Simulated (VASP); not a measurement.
Crystal: C.

```
C
1.0
     2.11196   -1.21948   -0.03792
     2.11196    1.21948   -0.03792
    -0.31209    0.00000    3.96539
C
2
Direct
  0.33333 0.33333 0.00000
  0.66667 0.66667 0.00000
```

```yaml
Program: VASP 6.6.1
Task: relaxation of shape and atoms at fixed volume
Functional: PBE
Potentials_or_basis: VASP PAW PBE potentials, release 64 (C)
Cutoff: 600 eV
k_mesh: 12 × 12 × 8
Occupations: gaussian, width 0.02 eV
Spin: no spin polarisation
```

At the start: pressure 8.4 GPa; volume 10.20 Å³/atom.

Task: Where does the relaxation end?

Result: Over 3 steps the energy falls by 8.6 meV/atom; space group C2/m (No. 12, to 0.1 Å) before and after.

Step by step:
| step | energy change (eV) | largest force (eV/Å) | pressure (GPa) | volume (Å³) |
| --- | --- | --- | --- | --- |
| 1 | 0.0000 | 0.0005 | 8.39 | 20.40 |
| 2 | -0.0167 | 0.0027 | -0.83 | 20.40 |
| 3 | -0.0171 | 0.0023 | 0.39 | 20.40 |

Final structure:
```
C
1.0
     2.13526   -1.23300   -0.03867
     2.13526    1.23300   -0.03867
    -0.31847    0.00000    3.87940
C
2
Direct
  0.33334 0.33334 0.00000
  0.66666 0.66666 0.00000
```

Where two steps share one volume, the run began anew on that cell with a basis built for it.

Caveat: this functional lacks dispersion, which binds layers or chains, so the pressure and a relaxed spacing across them are unreliable.
